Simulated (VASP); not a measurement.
Here is a VASP 6.6.1 calculation.

Contents of POSCAR:

```
Li2Se
1.0
    2.8055067867      2.8055067867      0.0000000000
   -2.8055067867      2.8055067867      0.0000000000
    0.0000000000      2.8055067867      2.8055067867
Li Se
2 1
Direct
    0.2500000000      0.7500000000      0.5000000000
    0.7500000000      0.2500000000      0.5000000000
    0.0000000000      0.0000000000      0.0000000000
```

Contents of INCAR.step1:

```
SYSTEM = Li2Se
ALGO     = Normal         ! electronic algorithm
EDIFF    = 1E-5           ! SCF threshold, eV
ENCUT    = 830            ! plane-wave cutoff, eV
GGA      = PE             ! functional
GGA_COMPAT= .False.      
ISMEAR   = 0              ! smearing method
LASPH    = .True.         ! aspherical terms in the spheres
LCHARG   = .False.        ! write CHGCAR
LREAL    = .False.        ! projectors in reciprocal space
LWAVE    = .True.         ! write WAVECAR
NBANDS   = 13             ! bands
NELM     = 120            ! most SCF steps
PREC     = Accurate       ! precision mode
SIGMA    = 0.01           ! smearing width, eV
```

Contents of INCAR.step2:

```
SYSTEM = Li2Se
ALGO     = Normal         ! electronic algorithm
EDIFF    = 1E-6           ! SCF threshold, eV
ENCUT    = 830            ! plane-wave cutoff, eV
GGA_COMPAT= .False.      
ISIF     = 2              ! what is computed and relaxed
ISMEAR   = 0              ! smearing method
ISTART   = 1            
LASPH    = .True.         ! aspherical terms in the spheres
LCHARG   = .True.         ! write CHGCAR
LELF     = .True.         ! ELF
LMIXTAU  = .True.       
LREAL    = .False.        ! projectors in reciprocal space
LVHAR    = .True.       
LWAVE    = .False.        ! write WAVECAR
METAGGA  = R2SCAN         ! meta-GGA
NBANDS   = 13             ! bands
NELM     = 120            ! most SCF steps
PREC     = Accurate       ! precision mode
SIGMA    = 0.01           ! smearing width, eV
```

Contents of KPOINTS:

```
k-points
0
Gamma
  8 8 8
  0 0 0
```

Potentials or basis: VASP PAW PBE potentials, release 64 (Li_sv, Se).

Command:

```console
$ cat potpaw_PBE.64/Li_sv/POTCAR potpaw_PBE.64/Se/POTCAR > POTCAR
$ cp INCAR.step1 INCAR
$ mpirun -np 1 vasp_std > vasp.out
$ cp INCAR.step2 INCAR
$ mpirun -np 1 vasp_std > vasp.out
```

(1) What does it give for the pressure?

(2) What does it give for the band gap on the k mesh?

## Answers

(1) 9.5 GPa.

(2) 3.26 eV (least direct gap 5.12 eV).

Caveat: the cell stands under pressure; the PAW data sets were made with another functional, which shifts forces and pressure a little.
